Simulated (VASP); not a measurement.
# Ta (Im-3m) in VASP: a series of runs, part 2 of 3

VASP 6.6.1. Earlier steps stand in the parts before.

### 3 Relaxation of cell and atoms, PBE

The input, INCAR:

```
  PREC = Accurate
  ENCUT = 600
  EDIFF = 1E-7
  ISMEAR = -1
  SIGMA = 0.1
  LREAL = F
  LASPH = T
  NELM = 80
  ALGO = Normal
  ISIF = 3
  LWAVE = F
  LCHARG = F
  GGA = PE
  IBRION = 2
  NSW = 60
  EDIFFG = -0.005
```

The input, KPOINTS:

```
Automatic mesh
0
Gamma
  18 18 18
```

The input, POSCAR:

```
Ta
1.0
   -1.6607199181      1.6607199181      1.6607199181
    1.6607199181     -1.6607199181      1.6607199181
    1.6607199181      1.6607199181     -1.6607199181
Ta
1
Direct
    0.0000000000      0.0000000000      0.0000000000
```

Potentials or basis: VASP PAW PBE potentials, release 64 (Ta_pv).

Run with:

```bash
$ cat potpaw_PBE.64/Ta_pv/POTCAR > POTCAR
$ mpirun -np 1 vasp_std > vasp.out
```

OUTCAR:

```text
PREC = Accurate
   ENCUT = 600
   EDIFF = 1E-7
   ISMEAR = -1
   LREAL = F
   LASPH = T
   NELM = 80
   ISIF = 3
   GGA = PE
   IBRION = 2
   NSW = 60
   EDIFFG = -0.005

 ion  position               nearest neighbor table
   1  0.000  0.000  0.000-

  LATTYP: Found a body centered cubic cell.
 ALAT       =     3.3214398362

  Lattice vectors:

 A1 = (  -1.6607199181,   1.6607199181,   1.6607199181)
 A2 = (   1.6607199181,  -1.6607199181,   1.6607199181)
 A3 = (   1.6607199181,   1.6607199181,  -1.6607199181)

Analysis of symmetry for initial positions (statically):
=====================================================================
 Subroutine PRICEL returns:
 Original cell was already a primitive cell.

 Routine SETGRP: Setting up the symmetry group for a
 body centered cubic supercell.

 Subroutine GETGRP returns: Found 48 space group operations
 (whereof 48 operations were pure point group operations)
 out of a pool of 48 trial point group operations.

The static configuration has the point symmetry O_h .

Analysis of symmetry for dynamics (positions and initial velocities):
=====================================================================
 Subroutine PRICEL returns:
 Original cell was already a primitive cell.

 Routine SETGRP: Setting up the symmetry group for a
 body centered cubic supercell.

 Subroutine GETGRP returns: Found 48 space group operations
 (whereof 48 operations were pure point group operations)
 out of a pool of 48 trial point group operations.

The dynamic configuration has the point symmetry O_h .

 Subroutine INISYM returns: Found 48 space group operations
 (whereof 48 operations are pure point group operations),
 and found     1 'primitive' translations

----------------------------------------------------------------------------------------

                                     Primitive cell

  volume of cell :      18.3210

  direct lattice vectors                    reciprocal lattice vectors
    -1.660719918  1.660719918  1.660719918     0.000000000  0.301074248  0.301074248
     1.660719918 -1.660719918  1.660719918     0.301074248  0.000000000  0.301074248
     1.660719918  1.660719918 -1.660719918     0.301074248  0.301074248  0.000000000

  length of vectors
     2.876451275  2.876451275  2.876451275     0.425783284  0.425783284  0.425783284

  position of ions in fractional coordinates (direct lattice)
     0.000000000  0.000000000  0.000000000

  ion indices of the primitive-cell ions
   primitive index   ion index
                 1           1

----------------------------------------------------------------------------------------

 KPOINTS: Automatic mesh

Automatic generation of k-mesh.
 Grid dimensions read from file:
 generate k-points for:   18   18   18

 Generating k-lattice:

  Cartesian coordinates                     Fractional coordinates (reciprocal lattice)
     0.000000000  0.016726347  0.016726347     0.055555556  0.000000000  0.000000000
     0.016726347  0.000000000  0.016726347     0.000000000  0.055555556  0.000000000
     0.016726347  0.016726347  0.000000000     0.000000000  0.000000000  0.055555556

  Length of vectors
     0.023654627  0.023654627  0.023654627

  Shift w.r.t. Gamma in fractional coordinates (k-lattice)
     0.000000000  0.000000000  0.000000000

 Subroutine IBZKPT returns following result:
 ===========================================

 Found    195 irreducible k-points:

 Following reciprocal coordinates:
            Coordinates               Weight
  0.000000  0.000000  0.000000      1.000000
  0.055556  0.000000  0.000000     12.000000
  0.111111  0.000000  0.000000     12.000000
  0.166667  0.000000  0.000000     12.000000
  0.222222  0.000000  0.000000     12.000000
  0.277778  0.000000  0.000000     12.000000
[... 16 lines left out ...]
  0.333333  0.111111 -0.000000     48.000000
  0.388889  0.111111  0.000000     48.000000
 [... further k-points ...]
   k-points           NKPTS =    195   k-points in BZ     NKDIM =    195   number of bands    NBANDS=      9
   number of dos      NEDOS =    301   number of ions     NIONS =      1
   total plane-waves  NPLWV =  13824
   dimension x,y,z NGX =    24 NGY =   24 NGZ =   24
   dimension x,y,z NGXF=    48 NGYF=   48 NGZF=   48
   ions per type =               1
   NGX,Y,Z   is equivalent  to a cutoff of  13.87, 13.87, 13.87 a.u.
   NGXF,Y,Z  is equivalent  to a cutoff of  27.74, 27.74, 27.74 a.u.
 SYSTEM =  unknown system
   PREC   = accura    normal or accurate (medium, high low for compatibility)
   ISTART =      0    job   : 0-new  1-cont  2-samecut
   ICHARG =      2    charge: 1-file 2-atom 10-const
   ISPIN  =      1    spin polarized calculation?
   LNONCOLLINEAR =      F non collinear calculations
   LSORBIT =      F    spin-orbit coupling
   LASPH  =      T    aspherical Exc in radial PAW
   ENCUT  =  600.0 eV  44.10 Ry    6.64 a.u.   5.74  5.74  5.74*2*pi/ulx,y,z
   NELM   =     80;   NELMIN=  2; NELMDL= -5     # of ELM steps
   EDIFF  = 0.1E-06   stopping-criterion for ELM
   LREAL  =      F    real-space projection
   EDIFFG = -.5E-02   stopping-criterion for IOM
   NSW    =     60    number of steps for IOM
   IBRION =      2    ionic relax: 0-MD 1-quasi-New 2-CG
   NFREE  =      1    steps in history (QN), initial steepest desc. (CG)
   ISIF   =      3    stress and relaxation
   ISYM   =      2    0-nonsym 1-usesym 2-fastsym
   POTIM  = 0.5000    time-step for ionic-motion
   TEBEG  =    0.0;   TEEND  =   0.0 temperature during run
   PSTRESS=    0.0 pullay stress
   NELECT =      11.0000    total number of electrons
   NUPDOWN=      -1.0000    fix difference up-down
   EMIN   =  10.00;   EMAX   =-10.00  energy-range for DOS
   EFERMI =   0.00;   METHOD = LEGACY
   ISMEAR =    -1;   SIGMA  =   0.10  broadening in eV -4-tet -1-fermi 0-gaus
   EFERMI_NEDOS =   21; number of points for ismear=-14 and -15
   IALGO  =     38    algorithm
   IMIX   =      4    mixing-type and parameters
     AMIX     =   0.40;   BMIX     =  1.00
     AMIX_MAG =   1.60;   BMIX_MAG =  1.00
  volume/ion in A,a.u.               =      18.32       123.64
  Fermi-wavevector in a.u.,A,eV,Ry     =   1.381092  2.609886 25.951965  1.907416
  Thomas-Fermi vector in A             =   2.505909
   LORBIT       =      0    0 simple, 1 ext, 2 COOP (PROOUT), +10 PAW based schemes
   GGA     = PE    functional components
   LHFCALC =     F    Hartree Fock is set to
   AEXX    =    0.0000 exact exchange contribution
   IVDW    =     0    specifies the selected vdW correction
   LEPSILON=     F    determine dielectric tensor
   LRPA    =     F    only Hartree local field effects (RPA)
 conjugate gradient relaxation of ions
 non-spin polarized calculation
  energy-cutoff  :      600.00
  volume of cell :       18.32
 maximum number of plane-waves:       627
   NGX = 11   NGY = 11   NGZ = 11

--------------------------------------- Ionic step        1  -------------------------------------------

 number of electron      11.0000000 magnetization

 Free energy of the ion-electron system (eV)
  ---------------------------------------------------
  ext. energy  EPLUGINS =         0.00000000
  ---------------------------------------------------
  free energy    TOTEN  =       -11.83492481 eV

  energy without entropy =      -11.79094057  energy(sigma->0) =      -11.81293269

------------------------ aborting loop because EDIFF is reached ----------------------------------------

  FORCE on cell =-STRESS in cart. coord.  units (eV):
  Direction    XX          YY          ZZ          XY          YZ          ZX
  --------------------------------------------------------------------------------------
  -------------------------------------------------------------------------------------
  Total       -0.0132283     -0.0132283     -0.0132283      0.0000000     -0.0000000      0.0000000
  in kB       -1.1568178     -1.1568178     -1.1568178      0.0000000     -0.0000000      0.0000000
  external PRESSURE =      -1.1568178 kB  Pullay stress =       0.0000000 kB
[... 57 lines left out ...]
--------------------------------------- Ionic step        3  -------------------------------------------

 number of electron      11.0000000 magnetization

 Free energy of the ion-electron system (eV)
  ---------------------------------------------------
  ext. energy  EPLUGINS =         0.00000000
  ---------------------------------------------------
  free energy    TOTEN  =       -11.83492940 eV

  energy without entropy =      -11.79098364  energy(sigma->0) =      -11.81295652

 E-fermi :   5.3704     XC(G=0): -12.5342

 val. band max:        5.3639371140   @ k =   0.3333   0.1667   0.0556
 cond. band min:       5.3820826562   @ k =  -0.2778   0.3889   0.1111
 fundamental gap:      0.0181455422
 Fermi energy:         5.3704367185

 k-point     1 :       0.0000    0.0000    0.0000
  band No.  band energies     occupation
      1     -27.7797      2.00000
      2     -27.7797      2.00000
      3     -27.7797      2.00000
      4      -2.4988      2.00000
      5       6.0896      0.00150
      6       6.0896      0.00150
      7       6.0896      0.00150
      8       9.3049      0.00000
      9       9.3049      0.00000
[... 265 lines left out ...]
 k-point    24 :       0.3889    0.1111    0.0000
  band No.  band energies     occupation
      1     -28.8227      2.00000
      2     -28.1701      2.00000
      3     -27.8350      2.00000
      4       1.4322      2.00000
      5       3.9763      2.00000
      6       5.9665      0.00515
      7       9.0504      0.00000
      8      10.3146      0.00000
      9      13.0946      0.00000

 [... further k-points ...]
[... 5 lines left out ...]
  --------------------------------------------------------------------------------------
  -------------------------------------------------------------------------------------
  Total        0.0011048      0.0011048      0.0011048     -0.0000000     -0.0000000      0.0000000
  in kB        0.0966791      0.0966791      0.0966791     -0.0000000     -0.0000000      0.0000000
  external PRESSURE =       0.0966791 kB  Pullay stress =       0.0000000 kB
[... 16 lines left out ...]
  FREE ENERGIE OF THE ION-ELECTRON SYSTEM (eV)
  ---------------------------------------------------
  free  energy   TOTEN  =       -11.8349294009 eV

  energy  without entropy=      -11.7909836366  energy(sigma->0) =      -11.81295652

 reached required accuracy - stopping structural energy minimisation
```

CONTCAR:

```text
Ta
   1.00000000000000
    -1.6603567033667561    1.6603567033667561    1.6603567033667561
     1.6603567033667561   -1.6603567033667561    1.6603567033667561
     1.6603567033667561    1.6603567033667561   -1.6603567033667561
  Ta
     1
Direct
     0.0000000000000000    0.0000000000000000    0.0000000000000000

  0.00000000E+00  0.00000000E+00  0.00000000E+00
```

It took 24 s on 1 thread of Intel Xeon Platinum 8488C (Sapphire Rapids), shared host; peak memory 0.17 GiB.

What came out:

```
Free energy                            : -11.8349 eV
Relaxed volume                         : 18.31 Å³/atom
Relaxed cell                           : a = 2.876 Å, b = 2.876 Å, c = 2.876 Å, α = 109.47°, β = 109.47°, γ = 109.47°
Space group after relaxing (to 0.05 Å) : Im-3m (No. 229)
Energy gained by relaxing              : 0.0 meV/atom
Ionic steps                            : 3
Pressure after relaxing                : 0.0 GPa
```

Final structure:
```
Ta
1.0
    -1.66036    1.66036    1.66036
     1.66036   -1.66036    1.66036
     1.66036    1.66036   -1.66036
Ta
1
Cartesian
  0.0000 0.0000 0.0000
```

Caveat: spin-orbit coupling is left out, which moves the levels of the heavy elements.

### 4 Single point, PBE

This run uses another cell than the first one: it holds 2 atoms, not 1.

The input, INCAR:

```
SYSTEM = Ta
PREC = Accurate
ENCUT = 520
EDIFF = 1E-6
ISMEAR = -1
SIGMA = 0.1
LREAL = .FALSE.
LASPH = .TRUE.
NELM = 80
ALGO = Normal
ISIF = 2
LWAVE = .FALSE.
LCHARG = .TRUE.
GGA = PE
LELF = .TRUE.
LVHAR = .TRUE.
NBANDS = 18
```

The input, KPOINTS:

```
regular mesh
0
G
  13 13 8
  0 0 0
```

The input, POSCAR:

```
Ta
1.0
   -1.6600479313      1.6600479313      1.6600479313
    1.6600479313     -1.6600479313      1.6600479313
    3.3200958627      3.3200958627      0.0000000000
Ta
2
Direct
    0.0000000000      0.0000000000      0.0000000000
    0.5000000000      0.5000000000      0.5000000000
```

Potentials or basis: VASP PAW PBE potentials, release 64 (Ta_pv).

Run with:

```bash
$ cat potpaw_PBE.64/Ta_pv/POTCAR > POTCAR
$ mpirun -np 1 vasp_std > vasp.out
```

OUTCAR:

```text
SYSTEM = Ta
   PREC = Accurate
   ENCUT = 520
   EDIFF = 1E-6
   ISMEAR = -1
   LREAL = .FALSE.
   LASPH = .TRUE.
   NELM = 80
   ISIF = 2
   GGA = PE

 ion  position               nearest neighbor table
   1  0.000  0.000  0.000-   2 2.88   2 2.88   2 2.88   2 2.88   2 3.32   2 3.32   2 3.32   2 3.32

   2  0.500  0.500  0.500-   1 2.88   1 2.88   1 2.88   1 2.88   1 3.32   1 3.32   1 3.32   1 3.32

  LATTYP: Found a base centered orthorhombic cell.
 ALAT       =     3.3200958626
 B/A-ratio  =     1.4142135624
 C/A-ratio  =     1.4142135624

  Lattice vectors:

 A1 = (  -1.6600479313,   1.6600479313,   1.6600479313)
 A2 = (   1.6600479313,  -1.6600479313,   1.6600479313)
 A3 = (   3.3200958627,   3.3200958627,   0.0000000000)

Analysis of symmetry for initial positions (statically):
=====================================================================
 Subroutine PRICEL returns following result:

  LATTYP: Found a body centered cubic cell.
 ALAT       =     3.3200958626

  Lattice vectors:

 A1 = (  -1.6600479313,   1.6600479313,  -1.6600479313)
 A2 = (  -1.6600479313,  -1.6600479313,   1.6600479313)
 A3 = (   1.6600479314,   1.6600479314,   1.6600479313)

   2 primitive cells build up your supercell.

 Routine SETGRP: Setting up the symmetry group for a
 base centered orthorhombic supercell.

 Subroutine GETGRP returns: Found  8 space group operations
 (whereof  8 operations were pure point group operations)
 out of a pool of  8 trial point group operations.

The static configuration has the point symmetry D_2h.

Analysis of symmetry for dynamics (positions and initial velocities):
=====================================================================
 Subroutine PRICEL returns following result:

[... 122 lines left out ...]
   ISIF   =      2    stress and relaxation
   ISYM   =      2    0-nonsym 1-usesym 2-fastsym
   POTIM  = 0.5000    time-step for ionic-motion
   TEBEG  =    0.0;   TEEND  =   0.0 temperature during run
   PSTRESS=    0.0 pullay stress
   NELECT =      22.0000    total number of electrons
   NUPDOWN=      -1.0000    fix difference up-down
   EMIN   =  10.00;   EMAX   =-10.00  energy-range for DOS
   EFERMI =   0.00;   METHOD = LEGACY
   ISMEAR =    -1;   SIGMA  =   0.10  broadening in eV -4-tet -1-fermi 0-gaus
   EFERMI_NEDOS =   21; number of points for ismear=-14 and -15
   IALGO  =     38    algorithm
   IMIX   =      4    mixing-type and parameters
     AMIX     =   0.40;   BMIX     =  1.00
     AMIX_MAG =   1.60;   BMIX_MAG =  1.00
  volume/ion in A,a.u.               =      18.30       123.49
  Fermi-wavevector in a.u.,A,eV,Ry     =   1.381651  2.610942 25.972980  1.908960
  Thomas-Fermi vector in A             =   2.506416
   LORBIT       =      0    0 simple, 1 ext, 2 COOP (PROOUT), +10 PAW based schemes
   GGA     = PE    functional components
   LHFCALC =     F    Hartree Fock is set to
   AEXX    =    0.0000 exact exchange contribution
   IVDW    =     0    specifies the selected vdW correction
   LEPSILON=     F    determine dielectric tensor
   LRPA    =     F    only Hartree local field effects (RPA)
 non-spin polarized calculation
  energy-cutoff  :      520.00
  volume of cell :       36.60
 maximum number of plane-waves:      1027
 NGX is ok and might be reduce to    24

 number of electron      21.9999998 magnetization

 Free energy of the ion-electron system (eV)
  ---------------------------------------------------
  ext. energy  EPLUGINS =         0.00000000
  ---------------------------------------------------
  free energy    TOTEN  =       -23.67084065 eV

  energy without entropy =      -23.58303874  energy(sigma->0) =      -23.62693970

 E-fermi :   5.3629     XC(G=0): -12.5377

 val. band max:        5.3617025787   @ k =   0.4615   0.0769   0.2500
 cond. band min:       5.3649562750   @ k =  -0.4615   0.4615   0.2500
 fundamental gap:      0.0032536963
 Fermi energy:         5.3629072736

 k-point     1 :       0.0000    0.0000    0.0000
  band No.  band energies     occupation
      1     -28.8914      2.00000
      2     -28.1381      2.00000
      3     -27.7821      2.00000
      4     -27.7779      2.00000
      5     -27.7767      2.00000
      6     -27.7757      2.00000
[... 481 lines left out ...]
      5     -28.0444      2.00000
      6     -28.0360      2.00000
[... 10 lines left out ...]
     17      12.8392      0.00000
     18      14.3942      0.00000

 [... further k-points ...]
[... 5 lines left out ...]
  --------------------------------------------------------------------------------------
  -------------------------------------------------------------------------------------
  Total        0.0582265      0.0582265      0.0631068     -0.0199153     -0.0000000      0.0000000
  in kB        2.5490578      2.5490578      2.7627070     -0.8718597     -0.0000000      0.0000000
  external PRESSURE =       2.6202742 kB  Pullay stress =       0.0000000 kB

 VOLUME and BASIS-vectors are now :
 -----------------------------------------------------------------------------
  energy-cutoff  :      520.00
  volume of cell :       36.60
      direct lattice vectors                 reciprocal lattice vectors
    -1.660047931  1.660047931  1.660047931    -0.150598061  0.150598061  0.301196122
     1.660047931 -1.660047931  1.660047931     0.150598061 -0.150598061  0.301196122
     3.320095863  3.320095863  0.000000000     0.150598061  0.150598061  0.000000000

 POSITION                                       TOTAL-FORCE (eV/Angst)
 -----------------------------------------------------------------------------------
      0.00000      0.00000      0.00000        -0.000000     -0.000000     -0.000000
      1.66005      1.66005      1.66005         0.000000      0.000000      0.000000
 -----------------------------------------------------------------------------------
    total drift:                               -0.000000     -0.000000      0.000000

  FREE ENERGIE OF THE ION-ELECTRON SYSTEM (eV)
  ---------------------------------------------------
  free  energy   TOTEN  =       -23.6708406504 eV

  energy  without entropy=      -23.5830387419  energy(sigma->0) =      -23.62693970
```

stdout:

```text
POSCAR found type information on POSCAR Ta
 POSCAR found :  1 types and       2 ions
 scaLAPACK will be used
 LDA part: xc-table for (Slater+PW92), standard interpolation
 POSCAR, INCAR and KPOINTS ok, starting setup
 FFT: planning ... GRIDC
 FFT: planning ... GRID_SOFT
 FFT: planning ... GRID
 WAVECAR not read
 entering main loop
```

It took 49 s on 1 thread of Intel Xeon Platinum 8488C (Sapphire Rapids), shared host; peak memory 0.26 GiB.

What came out:

| Quantity | Value |
| --- | --- |
| Free energy | -23.6708 eV |
| Pressure | 0.3 GPa |
| Band gap on the k mesh | zero (band 11 reaches 6.75 eV, above the bottom of band 12 at 4.04 eV) |

Caveat: spin-orbit coupling is left out, which moves the levels of the heavy elements.

(Continued in part 3 of 3.)
